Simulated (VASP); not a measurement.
Write the native input for VASP 6.6.1 that does the following.

```yaml
Task: single point
Functional: PBEsol
Potentials_or_basis: VASP PAW PBE potentials, release 64 (Ta_pv, Bi_d)
Cutoff: 520 eV
k_mesh: 11 × 11 × 11
Occupations: methfessel-paxton, width 0.001 eV
Spin: no spin polarisation
Dipole_correction: no
Further_INCAR_settings: ALGO = Normal; EDIFF = 1e-07; NBANDS = 20
```

The structure of TaBi (CsCl type) lies in POSCAR:

```
TaBi
1.0
    3.0258939783      0.0000000000      0.0000000000
    0.0000000000      3.0258939783      0.0000000000
    0.0000000000      0.0000000000      3.0258939783
Ta Bi
1 1
Direct
    0.0000000000      0.0000000000      0.0000000000
    0.5000000000      0.5000000000      0.5000000000
```

These files were run (other wordings do the same):

INCAR

```
PREC = Accurate
ENCUT = 520
EDIFF = 1E-7
ISMEAR = 1
SIGMA = 0.001
LREAL = F
LASPH = T
NELM = 80
ALGO = Normal
ISIF = 2
LWAVE = F
LCHARG = F
GGA = PS
NBANDS = 20
```

KPOINTS

```
Automatic mesh
0
Gamma
  11 11 11
```

Potentials or basis: VASP PAW PBE potentials, release 64 (Ta_pv, Bi_d).

Command:

```sh
$ cat potpaw_PBE.64/Ta_pv/POTCAR potpaw_PBE.64/Bi_d/POTCAR > POTCAR
$ mpirun -np 1 vasp_std > vasp.out
```

Results of the run:

```yaml
Pressure: 144.1 GPa
Band_gap_on_the_k_mesh: zero (band 13 reaches 18.86 eV, above the bottom of band 14 at 14.35 eV)
```

Caveat: the PAW data sets were made with another functional, which shifts forces and pressure a little; spin-orbit coupling is left out, which moves the levels of the heavy elements.

Wall time 9 s on 1 thread of Intel(R) Xeon(R) 6975P-C (Granite Rapids), with other jobs on the host, peak memory 0.16 GiB.
